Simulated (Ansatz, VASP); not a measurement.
**Two plane-wave programs on B**

```xyz
7
Lattice="2.3913 0.0000 0.0000 -1.1957 2.0709 0.0000 0.0000 0.0000 9.1758" Properties=species:S:1:pos:R:3 pbc="T T T"
B     0.0000    0.0000    0.0000
B     0.0000    1.3806    1.3441
B     0.0000    0.0000    2.6343
B     1.1957    0.6903    3.9629
B     0.0000    1.3806    5.2129
B     0.0000    0.0000    6.5415
B     1.1957    0.6903    7.8317
```

Alike in both runs: task relaxation of cell and atoms; functional PBE; k mesh 18 × 18 × 4; occupations gaussian, width 0.1 eV; no spin polarisation.

```csv
,VASP,Ansatz
version,VASP 6.6.1,Ansatz 0.2.0
potentials or method,"VASP PAW PBE potentials, release 64 (B), cutoff 600 eV","scalar-relativistic, plane waves, PAW"
valence electrons in the cell,21,21
```

Ansatz gave:

```
gap on the k mesh at the Fermi level, each at its own relaxed structure (eV)  : none
relaxed volume (Å³/atom)                                                      : 6.46
relaxed length of the cell vector where the two differ most in proportion (Å) : 2.372
```

**Question.** Estimate VASP's values.

**Answer.** gap on the k mesh at the Fermi level, each at its own relaxed structure (eV): none; relaxed volume (Å³/atom): 6.45; relaxed length of the cell vector where the two differ most in proportion (Å): 2.371.

A gap of «none» marks a metal or a gap that the smearing closes.

Noted on VASP's run: too few bands were computed for a metal, which touches its energy and stress.
